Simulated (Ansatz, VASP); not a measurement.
Two plane-wave programs on CsI

POSCAR

```
CsI
1.0
    4.6654673611      0.0000000000      0.0000000000
    0.0000000000      4.6654673611      0.0000000000
    0.0000000000      0.0000000000      4.6654673611
Cs I
1 1
Direct
    0.0000000000      0.0000000000      0.0000000000
    0.5000000000      0.5000000000      0.5000000000
```

File INCAR.step1:

```
SYSTEM = CsI
PREC = Accurate
ENCUT = 550
ISMEAR = 0
SIGMA = 0.05
LREAL = .False.
LASPH = .True.
NELM = 120
NBANDS = 15
GGA = PE
ALGO = Normal
EDIFF = 1E-5
LWAVE = .True.
LCHARG = .False.
GGA_COMPAT = .False.
```

INCAR.step2

```
SYSTEM = CsI
PREC = Accurate
ENCUT = 550
EDIFF = 1E-6
ISMEAR = 0
SIGMA = 0.05
LREAL = .False.
LASPH = .True.
NELM = 120
ALGO = Normal
ISIF = 2
LWAVE = .False.
LCHARG = .True.
METAGGA = R2SCAN
LMIXTAU = .True.
LELF = .True.
LVHAR = .True.
NBANDS = 15
ISTART = 1
GGA_COMPAT = .False.
```

File KPOINTS:

```
Automatic mesh
0
Gamma
  8 8 8
  0 0 0
```

Input for Ansatz:

```yaml
crystal:
  lattice:
    - [4.6654671083, 0.0, 0.0]
    - [0.0, 4.6654671083, 0.0]
    - [0.0, 0.0, 4.6654671083]
  atoms:
    - { symbol: Cs, position: [0.0, 0.0, 0.0] }
    - { symbol: I, position: [0.5, 0.5, 0.5] }
basis:
  ecutwfc: 500
  ecutrho_ratio: 4
kpoints:
  mp_grid: { grid: [8, 8, 8] }
hamiltonian:
  xc: r2scan
scf:
  occupations: { method: gaussian, width: 0.05 }
output:
  forces: true
  stress: true
  eigenvalues: true
  populations: true
  write_density: true
  write_potential: true
  elf: true
  volumetric_format: npy
```

Alike in both runs: task single point; functional r2SCAN; k mesh 8 × 8 × 8; occupations gaussian, width 0.05 eV; no spin polarisation.

|  | VASP | Ansatz |
| --- | --- | --- |
| version | VASP 6.6.1 | Ansatz 0.2.0 |
| potentials or method | VASP PAW PBE potentials, release 64 (Cs_sv, I), cutoff 550 eV | scalar-relativistic, plane waves, PAW |
| valence electrons in the cell | 16 | 26 |

Ansatz gave:

| Item | Value |
| --- | --- |
| gap on the k mesh at the Fermi level (eV) | 4.39 |
| least direct gap on the mesh (eV) | 4.48 |
| pressure (GPa) | -0.4 |

Q: What did VASP give for the same quantities?

A: gap on the k mesh at the Fermi level (eV): 4.37; least direct gap on the mesh (eV): 4.47; pressure (GPa): -0.4.

VASP's potentials were made for PBE, not for r2SCAN. VASP's potentials hold 16 valence electrons a cell and Ansatz's 26, so a difference there can come from the potentials and not from the codes.

Spin-orbit coupling is off throughout.
